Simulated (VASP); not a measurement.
# Cu2Sn2Pd (P-3m1) in VASP: further runs

Runs on Cu2Sn2Pd. Level: LDA. Tasks: single point.

Program: VASP 6.6.1. These are calculated values, not measurements. Logs are shortened: lines on timing, memory, paths and dates and some standing lists are left out, and cuts for length are marked.

## Step 1: The cell of the first run

It takes space group P-3m1 (No. 164, trigonal). Conventional cell: a = 4.524 Å, b = 4.524 Å, c = 5.657 Å, α = 90.00°, β = 90.00°, γ = 120.00°. Cu (site symmetry 3m) has 5 Sn at 2.66 to 2.84 Å and 3 Pd at 2.85 Å and 3 Cu at 3.47 Å within 3.5 Å. Sn (site symmetry 3m) has 5 Cu at 2.66 to 2.84 Å and 3 Pd at 3.10 Å and 3 Sn at 3.49 Å within 3.5 Å. Within 3.8 Å of Pd (site symmetry -3m) lie 6 Cu at 2.85 Å and 6 Sn at 3.10 Å.

## Step 2: Single point, LDA

The input, INCAR:

```
PREC = Accurate ; ENCUT = 520
EDIFF = 1E-6 ; ISMEAR = -1
SIGMA = 0.1 ; LREAL = F
LASPH = T ; NELM = 60
ALGO = Normal ; ISIF = 2
LWAVE = F ; LCHARG = F
GGA = CA ; NBANDS = 38
```

The input, KPOINTS:

```
Automatic mesh
0
Gamma
  6 6 4
```

The input, POSCAR:

```
Cu2Sn2Pd
1.0
    4.5236153525      0.0000000000      0.0000000000
   -2.2618071640      3.9175660849      0.0000000000
    0.0000000000      0.0000000000      5.6565769537
Cu Sn Pd
2 2 1
Direct
    0.3333333333      0.6666666667      0.7023370000
    0.6666666667      0.3333333333      0.2976630000
    0.3333333333      0.6666666667      0.2042310000
    0.6666666667      0.3333333333      0.7957690000
    0.0000000000      0.0000000000      0.5000000000
```

Potentials or basis: VASP PAW LDA potentials, release 64 (Cu, Sn_d, Pd).

On the command line:

```
$ cat potpaw_LDA.64/Cu/POTCAR potpaw_LDA.64/Sn_d/POTCAR potpaw_LDA.64/Pd/POTCAR > POTCAR
$ mpirun -np 1 vasp_std > vasp.out
```

OUTCAR:

```text
PREC = Accurate
   ENCUT = 520
   EDIFF = 1E-6
   ISMEAR = -1
   LREAL = F
   LASPH = T
   NELM = 60
   ISIF = 2
   GGA = CA

 ion  position               nearest neighbor table
   1  0.333  0.667  0.702-   4 2.66   4 2.66   4 2.66   3 2.82   3 2.84   5 2.85   5 2.85   5 2.85

   2  0.667  0.333  0.298-   3 2.66   3 2.66   3 2.66   4 2.82   4 2.84   5 2.85   5 2.85   5 2.85

   3  0.333  0.667  0.204-   2 2.66   2 2.66   2 2.66   1 2.82   1 2.84   5 3.10   5 3.10   5 3.10
                             4 3.49   4 3.49   4 3.49
   4  0.667  0.333  0.796-   1 2.66   1 2.66   1 2.66   2 2.82   2 2.84   5 3.10   5 3.10   5 3.10
                             3 3.49   3 3.49   3 3.49
   5  0.000  0.000  0.500-   1 2.85   2 2.85   1 2.85   2 2.85   2 2.85   1 2.85   3 3.10   4 3.10
                             4 3.10   3 3.10   4 3.10   3 3.10

  LATTYP: Found a hexagonal cell.
 ALAT       =     4.5236153525
 C/A-ratio  =     1.2504548935

  Lattice vectors:

 A1 = (   4.5236153525,   0.0000000000,   0.0000000000)
 A2 = (  -2.2618071640,   3.9175660849,   0.0000000000)
 A3 = (   0.0000000000,   0.0000000000,   5.6565769537)

Analysis of symmetry for initial positions (statically):
=====================================================================
 Subroutine PRICEL returns:
 Original cell was already a primitive cell.

 Routine SETGRP: Setting up the symmetry group for a
 hexagonal supercell.

 Subroutine GETGRP returns: Found 12 space group operations
 (whereof 12 operations were pure point group operations)
 out of a pool of 24 trial point group operations.

The static configuration has the point symmetry D_3d.

Analysis of symmetry for dynamics (positions and initial velocities):
=====================================================================
 Subroutine PRICEL returns:
 Original cell was already a primitive cell.

 Routine SETGRP: Setting up the symmetry group for a
 hexagonal supercell.

 Subroutine GETGRP returns: Found 12 space group operations
 (whereof 12 operations were pure point group operations)
 out of a pool of 24 trial point group operations.

The dynamic configuration has the point symmetry D_3d.

 Subroutine INISYM returns: Found 12 space group operations
 (whereof 12 operations are pure point group operations),
 and found     1 'primitive' translations

----------------------------------------------------------------------------------------

                                     Primitive cell

  volume of cell :     100.2434

  direct lattice vectors                    reciprocal lattice vectors
     4.523615353  0.000000000  0.000000000     0.221062120  0.127630237  0.000000000
    -2.261807164  3.917566085  0.000000000     0.000000000  0.255260531  0.000000000
     0.000000000  0.000000000  5.656576954     0.000000000  0.000000000  0.176785361

  length of vectors
     4.523615353  4.523615333  5.656576954     0.255260530  0.255260531  0.176785361

  position of ions in fractional coordinates (direct lattice)
     0.333333333  0.666666667  0.702337000
     0.666666667  0.333333333  0.297663000
     0.333333333  0.666666667  0.204231000
     0.666666667  0.333333333  0.795769000
     0.000000000  0.000000000  0.500000000

  ion indices of the primitive-cell ions
   primitive index   ion index
                 1           1
                 2           2
                 3           3
                 4           4
                 5           5

----------------------------------------------------------------------------------------

 KPOINTS: Automatic mesh

Automatic generation of k-mesh.
 Grid dimensions read from file:
 generate k-points for:    6    6    4

 Generating k-lattice:

  Cartesian coordinates                     Fractional coordinates (reciprocal lattice)
     0.036843687  0.021271706  0.000000000     0.166666667 -0.000000000  0.000000000
     0.000000000  0.042543422  0.000000000     0.000000000  0.166666667  0.000000000
     0.000000000  0.000000000  0.044196340     0.000000000  0.000000000  0.250000000

  Length of vectors
     0.042543422  0.042543422  0.044196340

  Shift w.r.t. Gamma in fractional coordinates (k-lattice)
     0.000000000  0.000000000  0.000000000

 Subroutine IBZKPT returns following result:
 ===========================================

 Found     24 irreducible k-points:

 Following reciprocal coordinates:
            Coordinates               Weight
  0.000000  0.000000  0.000000      1.000000
  0.166667  0.000000  0.000000      6.000000
  0.333333  0.000000  0.000000      6.000000
  0.500000  0.000000  0.000000      3.000000
  0.166667  0.166667  0.000000      6.000000
  0.333333  0.166667  0.000000     12.000000
[... 16 lines left out ...]
  0.333333  0.166667  0.500000     12.000000
  0.333333  0.333333  0.500000      2.000000
   k-points           NKPTS =     24   k-points in BZ     NKDIM =     24   number of bands    NBANDS=     38
   number of dos      NEDOS =    301   number of ions     NIONS =      5
   total plane-waves  NPLWV =  54432
   dimension x,y,z NGX =    36 NGY =   36 NGZ =   42
   dimension x,y,z NGXF=    72 NGYF=   72 NGZF=   84
   ions per type =               2   2   1
   NGX,Y,Z   is equivalent  to a cutoff of  13.23, 13.23, 12.34 a.u.
   NGXF,Y,Z  is equivalent  to a cutoff of  26.46, 26.46, 24.69 a.u.
 SYSTEM =  unknown system
   PREC   = accura    normal or accurate (medium, high low for compatibility)
   ISTART =      0    job   : 0-new  1-cont  2-samecut
   ICHARG =      2    charge: 1-file 2-atom 10-const
   ISPIN  =      1    spin polarized calculation?
   LNONCOLLINEAR =      F non collinear calculations
   LSORBIT =      F    spin-orbit coupling
   LASPH  =      T    aspherical Exc in radial PAW
   ENCUT  =  520.0 eV  38.22 Ry    6.18 a.u.   8.41  8.41 10.52*2*pi/ulx,y,z
   NELM   =     60;   NELMIN=  2; NELMDL= -5     # of ELM steps
   EDIFF  = 0.1E-05   stopping-criterion for ELM
   LREAL  =      F    real-space projection
   EDIFFG = 0.1E-04   stopping-criterion for IOM
   NSW    =      0    number of steps for IOM
   IBRION =     -1    ionic relax: 0-MD 1-quasi-New 2-CG
   NFREE  =      0    steps in history (QN), initial steepest desc. (CG)
   ISIF   =      2    stress and relaxation
   ISYM   =      2    0-nonsym 1-usesym 2-fastsym
   POTIM  = 0.5000    time-step for ionic-motion
   TEBEG  =    0.0;   TEEND  =   0.0 temperature during run
   PSTRESS=    0.0 pullay stress
   NELECT =      60.0000    total number of electrons
   NUPDOWN=      -1.0000    fix difference up-down
   EMIN   =  10.00;   EMAX   =-10.00  energy-range for DOS
   EFERMI =   0.00;   METHOD = LEGACY
   ISMEAR =    -1;   SIGMA  =   0.10  broadening in eV -4-tet -1-fermi 0-gaus
   EFERMI_NEDOS =   21; number of points for ismear=-14 and -15
   IALGO  =     38    algorithm
   IMIX   =      4    mixing-type and parameters
     AMIX     =   0.40;   BMIX     =  1.00
     AMIX_MAG =   1.60;   BMIX_MAG =  1.00
  volume/ion in A,a.u.               =      20.05       135.30
  Fermi-wavevector in a.u.,A,eV,Ry     =   1.379664  2.607187 25.898321  1.903473
  Thomas-Fermi vector in A             =   2.504613
   LORBIT       =      0    0 simple, 1 ext, 2 COOP (PROOUT), +10 PAW based schemes
   GGA     = CA    functional components
   LHFCALC =     F    Hartree Fock is set to
   AEXX    =    0.0000 exact exchange contribution
   IVDW    =     0    specifies the selected vdW correction
   LEPSILON=     F    determine dielectric tensor
   LRPA    =     F    only Hartree local field effects (RPA)
 non-spin polarized calculation
  energy-cutoff  :      520.00
  volume of cell :      100.24
 maximum number of plane-waves:      2729
 NGX is ok and might be reduce to    36
   NGX = 17   NGY = 17   NGZ = 21

 number of electron      60.0000033 magnetization

 Free energy of the ion-electron system (eV)
  ---------------------------------------------------
  ext. energy  EPLUGINS =         0.00000000
  ---------------------------------------------------
  free energy    TOTEN  =       -24.77395119 eV

  energy without entropy =      -24.69299485  energy(sigma->0) =      -24.73347302

 E-fermi :   6.9862     XC(G=0): -11.2298

 val. band max:        6.9770442770   @ k =   0.3333   0.3333   0.0000
 cond. band min:       6.9972179645   @ k =   0.1667   0.0000   0.2500
 fundamental gap:      0.0201736875
 Fermi energy:         6.9862486103

 k-point     1 :       0.0000    0.0000    0.0000
  band No.  band energies     occupation
      1     -14.3148      2.00000
      2     -14.2979      2.00000
      3     -14.2979      2.00000
      4     -14.2753      2.00000
      5     -14.2741      2.00000
      6     -14.2741      2.00000
[... 30 lines left out ...]
     37      11.2940      0.00000
     38      13.5978      0.00000

 k-point     2 :       0.1667    0.0000    0.0000
  band No.  band energies     occupation
      1     -14.3133      2.00000
      2     -14.2979      2.00000
      3     -14.2929      2.00000
      4     -14.2815      2.00000
      5     -14.2711      2.00000
      6     -14.2695      2.00000
[... 30 lines left out ...]
     37      12.7267      0.00000
     38      13.5264      0.00000

 k-point     3 :       0.3333    0.0000    0.0000
  band No.  band energies     occupation
      1     -14.3096      2.00000
      2     -14.2980      2.00000
      3     -14.2886      2.00000
      4     -14.2822      2.00000
      5     -14.2652      2.00000
      6     -14.2641      2.00000
[... 30 lines left out ...]
     37      13.0453      0.00000
     38      13.5110      0.00000

 k-point     4 :       0.5000    0.0000    0.0000
  band No.  band energies     occupation
      1     -14.3080      2.00000
      2     -14.2981      2.00000
      3     -14.2883      2.00000
      4     -14.2813      2.00000
      5     -14.2591      2.00000
      6     -14.2589      2.00000
[... 30 lines left out ...]
     37      12.9949      0.00000
     38      16.0399      0.00000
[... 703 lines left out ...]
      4     -14.2797      2.00000
      5     -14.2759      2.00000
      6     -14.2700      2.00000
[... 30 lines left out ...]
     37      12.1411      0.00000
     38      14.0128      0.00000

 k-point    23 :       0.3333    0.1667    0.5000
  band No.  band energies     occupation
      1     -14.3004      2.00000
      2     -14.2913      2.00000
      3     -14.2850      2.00000
      4     -14.2751      2.00000
      5     -14.2663      2.00000
      6     -14.2584      2.00000
[... 30 lines left out ...]
     37      13.1148      0.00000
     38      14.0236      0.00000

 k-point    24 :       0.3333    0.3333    0.5000
  band No.  band energies     occupation
      1     -14.2924      2.00000
      2     -14.2924      2.00000
      3     -14.2908      2.00000
      4     -14.2661      2.00000
      5     -14.2646      2.00000
      6     -14.2646      2.00000
[... 30 lines left out ...]
     37      13.9542      0.00000
     38      13.9614      0.00000

------------------------ aborting loop because EDIFF is reached ----------------------------------------

  FORCE on cell =-STRESS in cart. coord.  units (eV):
  Direction    XX          YY          ZZ          XY          YZ          ZX
  --------------------------------------------------------------------------------------
  -------------------------------------------------------------------------------------
  Total       -8.3025632     -8.3025644     -6.6443643     -0.0000011      0.0000000      0.0000000
  in kB     -132.6988236   -132.6988421   -106.1960385     -0.0000174      0.0000000      0.0000000
  external PRESSURE =    -123.8645680 kB  Pullay stress =       0.0000000 kB

 VOLUME and BASIS-vectors are now :
 -----------------------------------------------------------------------------
  energy-cutoff  :      520.00
  volume of cell :      100.24
      direct lattice vectors                 reciprocal lattice vectors
     4.523615353  0.000000000  0.000000000     0.221062120  0.127630237  0.000000000
    -2.261807164  3.917566085  0.000000000     0.000000000  0.255260531  0.000000000
     0.000000000  0.000000000  5.656576954     0.000000000  0.000000000  0.176785361

 POSITION                                       TOTAL-FORCE (eV/Angst)
 -----------------------------------------------------------------------------------
      0.00000      2.61171      3.97282        -0.000000      0.000000     -0.203554
      2.26181      1.30586      1.68375         0.000000     -0.000000      0.203554
      0.00000      2.61171      1.15525         0.000000     -0.000000      0.411366
      2.26181      1.30586      4.50133        -0.000000      0.000000     -0.411366
      0.00000      0.00000      2.82829        -0.000000      0.000000      0.000000
 -----------------------------------------------------------------------------------
    total drift:                                0.000000     -0.000000      0.000000

  FREE ENERGIE OF THE ION-ELECTRON SYSTEM (eV)
  ---------------------------------------------------
  free  energy   TOTEN  =       -24.7739511939 eV

  energy  without entropy=      -24.6929948547  energy(sigma->0) =      -24.73347302
```

Run time: 37 s. Hardware: 1 thread of Intel Xeon 6975P-C (Granite Rapids), shared host; peak memory 0.24 GiB.

What came out:

```
Free energy            : -24.7740 eV
Pressure               : -12.4 GPa
Largest force          : 0.411 eV/Å
Band gap on the k mesh : zero (band 30 reaches 8.31 eV, above the bottom of band 31 at 5.44 eV)
```

Forces in eV/Å, atoms in the order of the input:
```
Cu   0.000  0.000 -0.204
Cu   0.000  0.000  0.204
Sn   0.000  0.000  0.411
Sn   0.000  0.000 -0.411
Pd   0.000  0.000  0.000
```

Caveat: spin-orbit coupling is left out, which moves the levels of the heavy elements.

## Step 3: Single point, LDA

This run uses another cell than the first one, of 20.51 Å³/atom, 1.023 times its volume.

The input, INCAR:

```
SYSTEM = Cu2Sn2Pd
  PREC = Accurate
  ENCUT = 520
  EDIFF = 1E-7
  ISMEAR = -1
  SIGMA = 0.1
  LREAL = .FALSE.
  LASPH = .TRUE.
  NELM = 80
  ALGO = Normal
  ISIF = 2
  LWAVE = .FALSE.
  LCHARG = .FALSE.
  NBANDS = 38
```

The input, KPOINTS:

```
regular mesh
0
G
  6 6 4
  0 0 0
```

Changes to POSCAR since step 2:

```diff
@@ -2,5 +2,5 @@
 1.0
-    4.5236153525      0.0000000000      0.0000000000
-   -2.2618071640      3.9175660849      0.0000000000
-    0.0000000000      0.0000000000      5.6565769537
+    4.5584137612      0.0000000000      0.0000000000
+   -2.2792063644      3.9477023929      0.0000000000
+    0.0000000000      0.0000000000      5.7000907941
 Cu Sn Pd
```

Potentials or basis: VASP PAW LDA potentials, release 64 (Cu, Sn_d, Pd).

On the command line:

```
$ cat potpaw_LDA.64/Cu/POTCAR potpaw_LDA.64/Sn_d/POTCAR potpaw_LDA.64/Pd/POTCAR > POTCAR
$ mpirun -np 1 vasp_std > vasp.out
```

It took 40 s on 1 thread of Intel Xeon 6975P-C (Granite Rapids), shared host; peak memory 0.24 GiB.

It converged, with:

* Free energy: -24.5872 eV
* Pressure: -13.3 GPa
* Largest force: 0.462 eV/Å
* Band gap on the k mesh: zero (band 30 reaches 8.00 eV, above the bottom of band 31 at 5.20 eV)

Forces in eV/Å, atoms in the order of the input:
```
Cu   0.000  0.000 -0.212
Cu   0.000  0.000  0.212
Sn   0.000  0.000  0.462
Sn   0.000  0.000 -0.462
Pd   0.000  0.000  0.000
```

Stress tensor (GPa, compression positive):
```
-14.23   0.00   0.00
  0.00 -14.23   0.00
  0.00   0.00 -11.53
```

Levels at points of the mesh, in eV from the Fermi level:
```tsv
k point	band 26	band 27	band 28	band 29	band 30	band 31	band 32	band 33	band 34	band 35
(0.00, 0.00, 0.00)	-1.89	-1.89	-1.43	0.62	1.30	1.30	2.60	2.60	3.21	3.99
(0.50, 0.00, 0.00)	-2.03	-1.89	-1.88	-1.75	-1.21	-0.66	-0.05	2.47	2.96	4.77
(0.00, 0.00, 0.50)	-1.89	-1.89	0.03	1.17	1.23	1.23	2.75	2.80	2.80	3.53
(0.50, 0.00, 0.50)	-1.96	-1.94	-1.79	-1.59	-0.41	0.82	1.26	2.21	4.36	4.58
```

Caveat: spin-orbit coupling is left out, which moves the levels of the heavy elements.
